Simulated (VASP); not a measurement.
# NaCl in VASP: a series of runs, part 2 of 2

VASP 6.6.1. The steps go on from the part before.

**4. Single point, r2SCAN (strain along [111] -4.8%)**

POSCAR

```
NaCl
1.0
    3.4036165401     -0.0559293248     -0.0559293248
   -0.0559293248      3.4036165401     -0.0559293248
   -0.0559293248     -0.0559293248      3.4036165401
Na Cl
1 1
Direct
    0.0000000000      0.0000000000      0.0000000000
    0.5000000000      0.5000000000      0.5000000000
```

INCAR.step1

```
PREC     = Accurate       # precision mode
ENCUT    = 520            # plane-wave cutoff, eV
ISMEAR   = 0              # smearing method
SIGMA    = 0.01           # smearing width, eV
LREAL    = False          # projectors in reciprocal space
LASPH    = True           # aspherical terms in the spheres
NELM     = 100            # most SCF steps
NBANDS   = 14             # bands
GGA      = PE             # functional
ALGO     = Normal         # electronic algorithm
EDIFF    = 1E-4           # SCF threshold, eV
LWAVE    = True           # write WAVECAR
LCHARG   = False          # write CHGCAR
```

INCAR.step2

```
PREC     = Accurate       # precision mode
ENCUT    = 520            # plane-wave cutoff, eV
EDIFF    = 1E-7           # SCF threshold, eV
ISMEAR   = 0              # smearing method
SIGMA    = 0.01           # smearing width, eV
LREAL    = False          # projectors in reciprocal space
LASPH    = True           # aspherical terms in the spheres
NELM     = 100            # most SCF steps
ALGO     = Normal         # electronic algorithm
ISIF     = 2              # what is computed and relaxed
LWAVE    = False          # write WAVECAR
LCHARG   = False          # write CHGCAR
METAGGA  = R2SCAN         # meta-GGA
LMIXTAU  = True         
NBANDS   = 14             # bands
ISTART   = 1
```

KPOINTS

```
Automatic mesh
0
Gamma
  8 8 8
```

Potentials or basis: VASP PAW PBE potentials, release 64 (Na_pv, Cl).

Command:

```
$ cat potpaw_PBE.64/Na_pv/POTCAR potpaw_PBE.64/Cl/POTCAR > POTCAR
$ cp INCAR.step1 INCAR
$ mpirun -np 1 vasp_std > vasp.out
$ cp INCAR.step2 INCAR
$ mpirun -np 1 vasp_std > vasp.out
```

OUTCAR:

```text
PREC = Accurate
   ENCUT = 520
   EDIFF = 1E-7
   ISMEAR = 0
   LREAL = False
   LASPH = True
   NELM = 100
   ISIF = 2
   METAGGA = R2SCAN
   ISTART = 1

 ion  position               nearest neighbor table
   1  0.000  0.000  0.000-
   2  0.500  0.500  0.500-

  LATTYP: Found a trigonal (rhomboedric) cell.
 ALAT       =     3.4045354648
 COS(alpha) =    -0.0325770309

  Lattice vectors:

 A1 = (   3.4036165401,  -0.0559293248,  -0.0559293248)
 A2 = (  -0.0559293248,   3.4036165401,  -0.0559293248)
 A3 = (  -0.0559293248,  -0.0559293248,   3.4036165401)

Analysis of symmetry for initial positions (statically):
=====================================================================
 Subroutine PRICEL returns:
 Original cell was already a primitive cell.

 Routine SETGRP: Setting up the symmetry group for a
 trigonal (rhombohedral) supercell.

 Subroutine GETGRP returns: Found 12 space group operations
 (whereof 12 operations were pure point group operations)
 out of a pool of 12 trial point group operations.

The static configuration has the point symmetry D_3d.

[... 165 lines left out ...]
 fundamental gap:      5.1626399175
 Fermi energy:         0.7361687742

 k-point     1 :       0.0000    0.0000    0.0000
  band No.  band energies     occupation
      1     -22.0938      2.00000
      2     -22.0938      2.00000
      3     -22.0865      2.00000
      4     -13.6226      2.00000
      5      -0.0147      2.00000
      6       0.1366      2.00000
      7       0.1366      2.00000
      8       5.8208      0.00000
      9       9.7516      0.00000
     10       9.7516      0.00000
     11      17.3674      0.00000
     12      17.6734      0.00000
     13      17.6734      0.00000
     14      18.2094      0.00000
[... 377 lines left out ...]
      1     -22.1344      2.00000
      2     -22.0957      2.00000
      3     -22.0914      2.00000
      4     -13.1332      2.00000
      5      -2.2184      2.00000
      6      -0.1940      2.00000
      7      -0.0127      2.00000
      8       8.8717      0.00000
      9      10.7355      0.00000
     10      11.3424      0.00000
     11      13.0949      0.00000
     12      14.4851      0.00000
     13      16.0505      0.00000
     14      17.6566      0.00000

 [... further k-points ...]
[... 5 lines left out ...]
  --------------------------------------------------------------------------------------
  -------------------------------------------------------------------------------------
  Total        0.3735549      0.3735549      0.3735549      0.0327915      0.0327915      0.0327915
  in kB       15.1914422     15.1914422     15.1914422      1.3335389      1.3335389      1.3335389
  external PRESSURE =      15.1914422 kB  Pullay stress =       0.0000000 kB

 VOLUME and BASIS-vectors are now :
 -----------------------------------------------------------------------------
  energy-cutoff  :      520.00
  volume of cell :       39.40
      direct lattice vectors                 reciprocal lattice vectors
     3.403616540 -0.055929325 -0.055929325     0.293966537  0.004911256  0.004911256
    -0.055929325  3.403616540 -0.055929325     0.004911256  0.293966537  0.004911256
    -0.055929325 -0.055929325  3.403616540     0.004911256  0.004911256  0.293966537

 POSITION                                       TOTAL-FORCE (eV/Angst)
 -----------------------------------------------------------------------------------
      0.00000      0.00000      0.00000         0.000000      0.000000     -0.000000
      1.64588      1.64588      1.64588        -0.000000     -0.000000      0.000000
 -----------------------------------------------------------------------------------
    total drift:                               -0.000000      0.000000      0.000000

  FREE ENERGIE OF THE ION-ELECTRON SYSTEM (eV)
  ---------------------------------------------------
  free  energy   TOTEN  =       -13.4568954203 eV

  energy  without entropy=      -13.4568954203  energy(sigma->0) =      -13.45689542
```

OUTCAR.step1:

```text
PREC = Accurate
   ENCUT = 520
   ISMEAR = 0
   LREAL = False
   LASPH = True
[... 631 lines left out ...]
      0.00000      0.00000      0.00000        -0.000000     -0.000000      0.000000
      1.64588      1.64588      1.64588         0.000000      0.000000      0.000000
 -----------------------------------------------------------------------------------
    total drift:                               -0.000000      0.000000      0.000000

  FREE ENERGIE OF THE ION-ELECTRON SYSTEM (eV)
  ---------------------------------------------------
  free  energy   TOTEN  =        -6.4368906250 eV

  energy  without entropy=       -6.4368906250  energy(sigma->0) =       -6.43689063
```

OSZICAR.step1:

```text
N       E                     dE             d eps       ncg     rms          rms(c)
DAV:   1     0.102014349073E+03    0.10201E+03   -0.71270E+03  1820   0.105E+03
DAV:   2     0.121180909476E+01   -0.10080E+03   -0.91446E+02  2046   0.280E+02
DAV:   3    -0.655458026547E+01   -0.77664E+01   -0.77217E+01  2312   0.717E+01
DAV:   4    -0.667252634335E+01   -0.11795E+00   -0.11790E+00  2054   0.936E+00
DAV:   5    -0.667500776745E+01   -0.24814E-02   -0.24813E-02  2466   0.140E+00    0.243E+00
DAV:   6    -0.646523455232E+01    0.20977E+00   -0.27438E-01  2340   0.346E+00    0.173E+00
DAV:   7    -0.643688379652E+01    0.28351E-01   -0.91295E-02  2500   0.189E+00    0.118E+00
DAV:   8    -0.643709352090E+01   -0.20972E-03   -0.10264E-02  2000   0.945E-01    0.455E-01
DAV:   9    -0.643683684965E+01    0.25667E-03   -0.48758E-04  2324   0.170E-01    0.188E-01
DAV:  10    -0.643689062503E+01   -0.53775E-04   -0.19592E-04  2042   0.113E-01
   1 F= -.64368906E+01 E0= -.64368906E+01  d E =-.250803E-12
```

Run time: 1.7 min. Hardware: 1 thread of Intel Xeon Platinum 8488C (Sapphire Rapids), shared host; peak memory 0.17 GiB.

What came out:

| Item | Value |
| --- | --- |
| Free energy | -13.4569 eV |
| Pressure | 1.5 GPa |
| Band gap on the k mesh | 5.16 eV, indirect (least direct gap 5.68 eV) |

Stress tensor (GPa, compression positive):
```
1.52 0.13 0.13
0.13 1.52 0.13
0.13 0.13 1.52
```

Caveat: the cell differs from its parent crystal (strain along [111] -4.8%); the PAW data sets were made with another functional, which shifts forces and pressure a little. A k mesh can miss the band edges.

**5. Overview**

```csv
level,cell,k mesh,smearing,grid for exact exchange (PRECFOCK),screening parameter,gap on the mesh (eV),pressure (GPa)
HSE06,"a = 3.460 Å, angles 90.0, 90.0, 89.1°, 2 atoms",6 × 6 × 6,gaussian 0.01 eV,Normal,0.2079 1/Å,5.42,0.6
PBE,"a = 3.405 Å, angles 91.9°, 2 atoms",8 × 8 × 8,fermi-dirac 0.02 eV,-,-,4.30,2.9
r2SCAN,"a = 3.405 Å, angles 91.9°, 2 atoms",8 × 8 × 8,gaussian 0.01 eV,-,-,5.16,1.5
```

Alike in all rows: task single point; potentials or basis VASP PAW PBE potentials, release 64 (Na_pv, Cl); no spin polarisation; cutoff (eV) 520.

Caveats: the PAW data sets were made with another functional, which shifts forces and pressure a little (some runs).

Total energies depend on the potentials used, so only differences within one code and one set of settings carry meaning.
